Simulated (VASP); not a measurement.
The system is Fe.

```
Fe
1.0
     0.00000    1.73400    1.73400
     3.46800    0.00000    3.46800
     1.73400    1.73400    0.00000
Fe
2
Direct
  0.00000 0.00000 0.00000
  0.00000 0.50000 0.00000
```

This isn't the form of Fe at room conditions, which is bcc.

Base run:

```yaml
Program: VASP 6.6.1
Functional: PBE
Potentials_or_basis: VASP PAW PBE potentials, release 64 (Fe)
Cutoff: 520 eV
k_mesh: 15 × 8 × 15
Occupations: fermi-dirac, width 0.1 eV
Spin: collinear spin, ferromagnetic start
Starting_moments: "[4.0, 4.0] μB"
```

Its results: pressure 2.5 GPa; net moment 1.94 μB per cell; site moments Fe +0.96 μB.

**Question.** The run is repeated on the same cell with these changes: spin from collinear spin, ferromagnetic start to collinear spin; moments at the start from [4.0, 4.0] to [0.0, 4.0]. What comes out?

**Answer.** Pressure -0.7 GPa; net moment 0.92 μB per cell; site moments Fe -0.17, +1.08 μB.
